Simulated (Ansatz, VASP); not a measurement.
CaTi3: VASP beside Ansatz

The input INCAR:

```
  PREC = Accurate
  ENCUT = 500
  EDIFF = 1E-6
  ISMEAR = 0
  SIGMA = 0.1
  LREAL = False
  LASPH = True
  NELM = 200
  ALGO = Normal
  ISIF = 2
  LWAVE = False
  LCHARG = False
  ISPIN = 2
  MAGMOM = 0 1 1 1
  LORBIT = 11
  LMAXMIX = 4
  GGA = PE
  NBANDS = 35
  GGA_COMPAT = False
```

Contents of KPOINTS:

```
Automatic mesh
0
Gamma
  4 4 4
```

Contents of POSCAR:

```
CaTi3
1.0
    0.0000000000      3.4553342845      3.4553342845
    3.4553342845      0.0000000000      3.4553342845
    3.4553342845      3.4553342845      0.0000000000
Ca Ti
1 3
Direct
    0.0000000000      0.0000000000      0.0000000000
    0.2500000000      0.2500000000      0.2500000000
    0.7500000000      0.7500000000      0.7500000000
    0.5000000000      0.5000000000      0.5000000000
```

Input for Ansatz:

```yaml
crystal:
  lattice:
    - [0.0, 3.4553342845, 3.4553342845]
    - [3.4553342845, 0.0, 3.4553342845]
    - [3.4553342845, 3.4553342845, 0.0]
  atoms:
    - { symbol: Ca, position: [0.0, 0.0, 0.0] }
    - { symbol: Ti, position: [0.25, 0.25, 0.25], spin: 1.0 }
    - { symbol: Ti, position: [0.75, 0.75, 0.75], spin: 1.0 }
    - { symbol: Ti, position: [0.5, 0.5, 0.5], spin: 1.0 }
basis:
  ecutwfc: 420
kpoints:
  mp_grid: { grid: [4, 4, 4] }
hamiltonian:
  xc: pbe
scf:
  occupations: { method: gaussian, width: 0.1 }
  lower_state_search: "off"
output:
  forces: true
  stress: true
  eigenvalues: true
  populations: true
magnetization:
  spin_polarized: true
```

Change from the starting cell: species swapped into the Na3In type (Fm-3m, No. 225).

Alike in both runs: task single point; functional PBE; k mesh 4 × 4 × 4; occupations gaussian, width 0.1 eV; collinear spin.

|  | VASP | Ansatz |
| --- | --- | --- |
| version | VASP 6.6.1 | Ansatz 0.2.0 |
| potentials or method | VASP PAW PBE potentials, release 64 (Ca_sv, Ti_sv), cutoff 500 eV | scalar-relativistic, plane waves, PAW |
| valence electrons in the cell | 46 | 46 |

|  | VASP | Ansatz | Ansatz less VASP |
| --- | --- | --- | --- |
| gap on the k mesh at the Fermi level (eV) | none | none | - |
| pressure (GPa) | 1.9 | 1.9 | +0.08 |
| net moment per atom (μB) | 0.97 | 0.97 | -0.002 |
| size of the moment on the site where the two differ most (μB) | 1.06 | 1.18 | +0.116 |

Site moments also hang on the region over which each program counts them. A gap of «none» marks a metal or a gap that the smearing closes. With one functional, cell and mesh, what is left measures potentials, basis and numerics.

The k mesh is coarse, so the values compare programs but aren't converged.
